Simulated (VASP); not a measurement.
SrCl2: relaxation of cell and atoms with r2SCAN

Crystal: SrCl2.

```xyz
3
Lattice="0.0000 3.0987 3.0987 3.0987 0.0000 3.0987 3.0987 3.0987 0.0000" Properties=species:S:1:pos:R:3 pbc="T T T"
Sr    0.0000    0.0000    0.0000
Cl    1.5493    1.5493    1.5493
Cl    4.6480    4.6480    4.6480
```

```yaml
Program: VASP 6.6.1
Task: relaxation of cell and atoms
Functional: r2SCAN
Potentials_or_basis: VASP PAW PBE potentials, release 64 (Sr_sv, Cl)
Cutoff: 600 eV
k_mesh: 6 × 6 × 6
Occupations: gaussian, width 0.02 eV
Spin: no spin polarisation
Target_pressure: 40 GPa
Dipole_correction: no
Further_INCAR_settings: ALGO = Normal; EDIFF = 1e-06; IBRION = 2; EDIFFG = -0.008; NSW = 70; ISIF = 3
```

```
Relaxed volume                                             : 18.80 Å³/atom
Relaxed cell                                               : a = 4.305 Å, b = 4.305 Å, c = 4.305 Å, α = 60.00°, β = 60.00°, γ = 60.00°
Space group after relaxing (to 0.1 Å)                      : Fm-3m (No. 225)
Energy change on relaxing (the run minimises the enthalpy) : +227.5 meV/atom
Ionic steps                                                : 4
Pressure after relaxing                                    : 40.0 GPa
Band gap on the k mesh                                     : 5.41 eV
```

Step by step:
```tsv
step	energy change (eV)	largest force (eV/Å)	pressure (GPa)	volume (Å³)
1	0.0000	0.0000	31.05	59.51
2	2.5809	0.0000	64.18	50.47
3	0.6561	0.0000	39.63	56.52
4	0.6824	0.0000	39.98	56.41
```

Final structure:
```cif
data_structure
_symmetry_space_group_name_H-M 'P 1'
_symmetry_Int_Tables_number 1
_cell_length_a 4.3049
_cell_length_b 4.3049
_cell_length_c 4.3049
_cell_angle_alpha 60.000
_cell_angle_beta 60.000
_cell_angle_gamma 60.000
_cell_volume 56.41
loop_
_atom_site_label
_atom_site_type_symbol
_atom_site_fract_x
_atom_site_fract_y
_atom_site_fract_z
_atom_site_occupancy
Sr1 Sr 0.00000 0.00000 0.00000 1
Cl1 Cl 0.25000 0.25000 0.25000 1
Cl2 Cl 0.75000 0.75000 0.75000 1
```

Levels at points of the mesh, in eV from the valence-band top:
```tsv
k point	band 10	band 11	band 12	band 13	band 14	band 15
(0.00, 0.00, 0.00)	-0.55	-0.55	-0.55	5.89	5.89	7.56
(0.50, 0.00, 0.00)	-2.23	-1.66	-1.66	7.12	7.12	8.43
(0.50, 0.50, 0.00)	-0.88	-0.88	0.00	5.41	8.80	8.89
```

Wall time 2.3 min on 1 thread of Intel(R) Xeon(R) 6975P-C (Granite Rapids), on a shared host, peak memory 0.23 GiB.

Caveat: the cell is relaxed towards a set pressure, so the run minimises the enthalpy, not the energy; the PAW data sets were made with another functional, which shifts forces and pressure a little. A k mesh can miss the band edges.
